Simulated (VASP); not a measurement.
A run of VASP 6.6.1 is set up as follows.

Contents of INCAR:

```
ALGO     = Normal         # electronic algorithm
EDIFF    = 1E-7           # SCF threshold, eV
ENCUT    = 520            # plane-wave cutoff, eV
GGA      = PS             # functional
ISIF     = 2              # what is computed and relaxed
ISMEAR   = -1             # smearing method
LASPH    = T              # aspherical terms in the spheres
LCHARG   = T              # write CHGCAR
LELF     = T              # ELF
LREAL    = Auto         
LVHAR    = T            
LWAVE    = F              # write WAVECAR
NBANDS   = 55             # bands
NELM     = 80             # most SCF steps
PREC     = Accurate       # precision mode
SIGMA    = 0.02           # smearing width, eV
```

Contents of KPOINTS:

```
k-points
0
Gamma
  2 2 1
```

Contents of POSCAR:

```
Si16H6O
1.0
    7.6791800000      0.0000000000      0.0000000000
    3.8395900000      6.6503650000      0.0000000000
    0.0000000000      0.0000000000     18.4187650000
H Si O
6 16 1
Direct
    0.1666668792      0.1666675438      0.0542924566
    0.6666681814      0.1666675438      0.0542924566
    0.1666662146      0.6666701752      0.0542924566
    0.6666675168      0.6666701752      0.0542924566
    0.5969120227      0.3131858176      0.4470766634
    0.7039775375      0.4491182063      0.4442806019
    0.1666668792      0.1666675438      0.1357311416
    0.6666681814      0.1666675438      0.1357311416
    0.1666662146      0.6666701752      0.1357311416
    0.6666675168      0.6666701752      0.1357311416
   -0.1670514153      0.3352748308      0.1776720643
    0.3173159298      0.3468531426      0.1813150882
   -0.1536355916      0.8160755086      0.1803812579
    0.3439193998      0.8367510655      0.1863479989
   -0.2197309332      0.3071560734      0.2976095303
    0.2591359095      0.2892623187      0.3032342288
   -0.1875723821      0.8035498803      0.3042875024
    0.2430004641      0.8237743342      0.3189953289
   -0.0842883164      0.0161645263      0.3690584032
    0.4788169911     -0.0970473049      0.2967082755
   -0.0784920922      0.4863943558      0.3626301763
    0.4467201036      0.4610273271      0.3253855511
    0.5720994245      0.4506068464      0.4472666870
```

Potentials or basis: VASP PAW PBE potentials, release 64 (H, Si, O).

Launch:

```console
$ cat potpaw_PBE.64/H/POTCAR potpaw_PBE.64/Si/POTCAR potpaw_PBE.64/O/POTCAR > POTCAR
$ mpirun -np 1 vasp_std > vasp.out
```

Q: Predict the band gap on the k mesh.

A: 0.36 eV (least direct gap 0.41 eV).

Q: What does it give for the largest force?

A: 2.100 eV/Å.

Forces in eV/Å, atoms in the order of the input:
```
H   -0.041 -0.077 -0.127
H   -0.265 -0.095 -0.209
H    0.168  0.105 -0.097
H   -0.179  0.015 -0.137
H    0.338 -0.532  0.390
H   -0.210 -0.221 -0.218
Si   0.001  0.057  0.413
Si  -0.305 -0.291  0.657
Si   0.580  0.222  0.486
Si   0.435 -0.353  0.062
Si  -0.590 -0.466 -0.665
Si   1.000 -0.976 -0.290
Si  -0.514  1.422 -0.462
Si  -0.567  0.349 -0.606
Si   1.223  0.539  0.056
Si   0.178  0.018  0.804
Si   0.733 -0.597  0.282
Si  -0.757 -0.731  0.301
Si  -0.232 -0.779 -0.295
Si   0.063  2.089  0.207
Si   0.569 -0.635 -0.273
Si  -0.950  0.211  0.152
O   -0.676  0.726 -0.433
```

Caveat: the k points lie up to 0.47 Å⁻¹ apart; the atoms stand as in a frame of molecular dynamics; there is no dipole correction, which matters where the two faces differ; semilocal functionals underestimate gaps, and a narrow one can read as zero; the PAW data sets were made with another functional, which shifts forces and pressure a little.
